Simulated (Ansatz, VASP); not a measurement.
**Two plane-wave programs on BaTiO3**

```
Ba Ti O
1.0
     3.80443    0.00000    0.00000
     0.00000    2.97168    4.31504
     0.00000   -2.97168    4.31504
Ba Ti O
1 1 3
Direct
  0.00000 0.14587 0.14587
  0.50000 0.55880 0.55880
  0.00000 0.46435 0.46435
  0.50000 0.41394 0.91325
  0.50000 0.91325 0.41394
```

Alike in both runs: functional r2SCAN; k mesh 1 × 1 × 1; occupations gaussian, width 0.02 eV; no spin polarisation.

Ansatz relaxed the structure, and its values are those at the end. VASP's run is a single point on that final structure, the one shown.

|  | VASP | Ansatz |
| --- | --- | --- |
| version | VASP 6.6.1 | Ansatz 0.2.0 |
| potentials or method | VASP PAW PBE potentials, release 64 (Ba_sv, Ti_sv, O), cutoff 520 eV | scalar-relativistic, plane waves, PAW |
| valence electrons in the cell | 40 | 40 |

```csv
,VASP,Ansatz,Ansatz less VASP
gap on the k mesh at the Fermi level (eV),4.69,4.76,+0.066
least direct gap on the mesh (eV),4.69,4.76,+0.066
pressure (GPa),2.1,0.0,-2.09
rms of the force components (eV/Å),0.068,0.002,-0.0662
```

VASP's potentials were made for PBE, not for r2SCAN.

The k mesh is coarse, so the values compare programs but aren't converged. Neither program's run includes spin-orbit coupling.
